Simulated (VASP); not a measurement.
Wanted: the native input for a VASP 6.6.1 run.

```yaml
Task: single point
Functional: r2SCAN
Potentials_or_basis: VASP PAW PBE potentials, release 64 (Pb_d, S)
Cutoff: 520 eV
k_mesh: 8 × 8 × 8
Occupations: fermi-dirac, width 0.02 eV
Spin: non-collinear spin, zero start, spin-orbit coupling
Starting_moments: "[[0.0, 0.0, 0.0], [0.0, 0.0, 0.0]] μB"
Dipole_correction: no
Further_INCAR_settings: ALGO = Normal; EDIFF = 1e-06; NBANDS = 32
```

Crystal: PbS.

```
Pb S
1.0
     0.00000    3.01711    2.97951
     3.01711    0.00000    2.97951
     3.01711    3.01711    0.00000
Pb S
1 1
Direct
  0.00000 0.00000 0.00000
  0.50000 0.50000 0.50000
```

This cell differs from its parent crystal: epitaxial xy strain +1.0%.

The input as run:

POSCAR

```
PbS
1.0
    0.0000000000      3.0171050030      2.9795134131
    3.0171050030      0.0000000000      2.9795134131
    3.0171050030      3.0171050030      0.0000000000
Pb S
1 1
Direct
    0.0000000000      0.0000000000      0.0000000000
    0.5000000000      0.5000000000      0.5000000000
```

INCAR.step1

```
PREC = Accurate ; ENCUT = 520
ISMEAR = -1 ; SIGMA = 0.02
LREAL = F ; LASPH = T
NELM = 150 ; MAGMOM = 0 0 0 0 0 0
LSORBIT = T ; GGA_COMPAT = F
NBANDS = 32 ; GGA = PE
ALGO = Normal ; EDIFF = 1E-4
LWAVE = T ; LCHARG = F
```

INCAR.step2

```
PREC = Accurate ; ENCUT = 520
EDIFF = 1E-6 ; ISMEAR = -1
SIGMA = 0.02 ; LREAL = F
LASPH = T ; NELM = 150
ALGO = Normal ; ISIF = 2
LWAVE = F ; LCHARG = T
MAGMOM = 0 0 0 0 0 0 ; LORBIT = 11
LSORBIT = T ; GGA_COMPAT = F
LORBMOM = T ; METAGGA = R2SCAN
LMIXTAU = T ; LVHAR = T
NBANDS = 32 ; ISTART = 1
```

KPOINTS

```
regular mesh
0
Gamma
  8 8 8
```

Potentials or basis: VASP PAW PBE potentials, release 64 (Pb_d, S).

The run is started by

```bash
$ cat potpaw_PBE.64/Pb_d/POTCAR potpaw_PBE.64/S/POTCAR > POTCAR
$ cp INCAR.step1 INCAR
$ mpirun -np 1 vasp_ncl > vasp.out
$ cp INCAR.step2 INCAR
$ mpirun -np 1 vasp_ncl > vasp.out
```

It gave:

| Property | Result |
| --- | --- |
| Pressure | -1.2 GPa |
| Net moment | 0.00 μB per cell |
| Valence electrons inside the program's atomic spheres | Pb 11.80; S 3.69 |

Caveat: the cell differs from its parent crystal (epitaxial xy strain +1.0%); the PAW data sets were made with another functional, which shifts forces and pressure a little.

Wall time 6.4 min on 1 thread of Intel(R) Xeon(R) 6975P-C (Granite Rapids) (shared host), peak memory 0.44 GiB.
